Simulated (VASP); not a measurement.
Runs of VASP 6.6.1 on MnO2. The structure is that of space group P-3m1 (No. 164), or close to it. The cells are those of the table. 

```tsv
spin	cell	gap on the mesh (eV)	pressure (GPa)	largest force (eV/Å)
off	a = 2.674, b = 2.674, c = 4.307 Å, angles 90.0, 90.0, 120.0°, 3 atoms	none	(a)	2.80
off	a = 2.737, b = 2.737, c = 4.409 Å, angles 90.0, 90.0, 120.0°, 3 atoms	none	10.9	1.23
off	a = 2.798, b = 2.798, c = 4.507 Å, angles 90.0, 90.0, 120.0°, 3 atoms	none	-6.4	0.03
off	a = 2.857, b = 2.857, c = 4.601 Å, angles 90.0, 90.0, 120.0°, 3 atoms	none	(b)	0.91
collinear, ferromagnetic start	a = 2.607, b = 2.607, c = 4.199 Å, angles 90.0, 90.0, 120.0°, 3 atoms	none	84.3	5.06
```

Alike in all rows: task single point; level LDA; potentials or basis VASP PAW LDA potentials, release 64 (Mn_sv, O); k mesh 11 × 11 × 6; cutoff (eV) 700; smearing fermi-dirac 0.03 eV.

Fill in the values left out.

(a) 35.7; (b) -18.5.

Caveats: semilocal functionals often make such compounds metallic where correlation or magnetic order opens a gap, which also shifts bond lengths; an odd number of electrons without spin polarisation forces a metal (at least some runs); a magnetic or distorted state may lie lower (at least some runs); the stress differs along the axes, from 29 to 39 GPa (at least some runs); the cell stands under pressure (at least some runs); the stress differs along the axes, from -9 to -2 GPa (at least some runs); the stress differs along the axes, from -22 to -11 GPa (at least some runs).

A gap of «none» marks levels without a gap at the run's occupations.
